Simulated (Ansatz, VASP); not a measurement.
## Two plane-wave programs on TiO2

INCAR

```
  ALGO = Normal
  EDIFF = 1E-7
  ENCUT = 520
  GGA = RP
  ISIF = 2
  ISMEAR = -1
  LASPH = T
  LCHARG = F
  LREAL = F
  LWAVE = F
  NBANDS = 60
  NELM = 80
  PREC = Accurate
  SIGMA = 0.05
```

Contents of KPOINTS:

```
k-points
0
Gamma
  8 8 4
```

Contents of POSCAR:

```
TiO2
1.0
    6.2345546003     -1.9082538226      0.0000000000
    6.2345546003      1.9082538226      0.0000000000
   -1.9537017297      0.0000000000      6.4122523021
Ti O
4 8
Direct
    0.9000710000      0.9000710000      0.2896020000
    0.1952860000      0.1952860000      0.2837620000
    0.0999290000      0.0999290000      0.7103980000
    0.8047140000      0.8047140000      0.7162380000
    0.3619310000      0.3619310000      0.2933970000
    0.2634885000      0.2634885000      0.6525000000
    0.8671885000      0.8671885000      0.9952910000
    0.7365115000      0.7365115000      0.3475000000
    0.9416475000      0.9416475000      0.6300210000
    0.1328115000      0.1328115000      0.0047090000
    0.6380690000      0.6380690000      0.7066030000
    0.0583525000      0.0583525000      0.3699790000
```

input.yaml

```yaml
crystal:
  lattice:
    - [6.2345546003, -1.9082538226, 0.0]
    - [6.2345546003, 1.9082538226, 0.0]
    - [-1.9537017297, 0.0, 6.4122523021]
  atoms:
    - { symbol: Ti, position: [0.900071, 0.900071, 0.289602] }
    - { symbol: Ti, position: [0.195286, 0.195286, 0.283762] }
    - { symbol: Ti, position: [0.099929, 0.099929, 0.710398] }
    - { symbol: Ti, position: [0.804714, 0.804714, 0.716238] }
    - { symbol: O, position: [0.361931, 0.361931, 0.293397] }
    - { symbol: O, position: [0.2634885, 0.2634885, 0.6525] }
    - { symbol: O, position: [0.8671885, 0.8671885, 0.995291] }
    - { symbol: O, position: [0.7365115, 0.7365115, 0.3475] }
    - { symbol: O, position: [0.9416475, 0.9416475, 0.630021] }
    - { symbol: O, position: [0.1328115, 0.1328115, 0.004709] }
    - { symbol: O, position: [0.638069, 0.638069, 0.706603] }
    - { symbol: O, position: [0.0583525, 0.0583525, 0.369979] }
hamiltonian:
  xc: rpbe
  pseudopotentials: { kind: paw }
kpoints:
  mp_grid: { grid: [8, 8, 4] }
scf:
  occupations: { method: fermi_dirac, width: 0.05 }
output:
  forces: true
  stress: true
  eigenvalues: true
```

Alike in both runs: task single point; functional RPBE; k mesh 8 × 8 × 4; occupations fermi-dirac, width 0.05 eV; no spin polarisation.

|  | VASP | Ansatz |
| --- | --- | --- |
| version | VASP 6.6.1 | Ansatz 0.2.0 |
| potentials or method | VASP PAW PBE potentials, release 64 (Ti_sv, O) | Ansatz PAW |
| plane-wave cutoff (eV) | 520 | 420 |
| valence electrons in the cell | 96 | 96 |

VASP gave:

| Quantity | Value |
| --- | --- |
| gap on the k mesh at the Fermi level (eV) | 2.62 |
| least direct gap on the mesh (eV) | 2.78 |
| pressure (GPa) | -3.6 |
| traceless stress, the component that is largest in VASP (GPa) | -0.33 |
| rms of the force components (eV/Å) | 0.128 |

Task: What did Ansatz give for the same quantities?

Result: gap on the k mesh at the Fermi level (eV): 2.64; least direct gap on the mesh (eV): 2.80; pressure (GPa): -4.1; traceless stress, the component that is largest in VASP (GPa): -0.36; rms of the force components (eV/Å): 0.144.

VASP's potentials were made for PBE, not for RPBE. Atom by atom the forces differ by 0.016 eV/Å (rms over components). With one functional, cell and mesh, what is left measures potentials, basis and numerics.
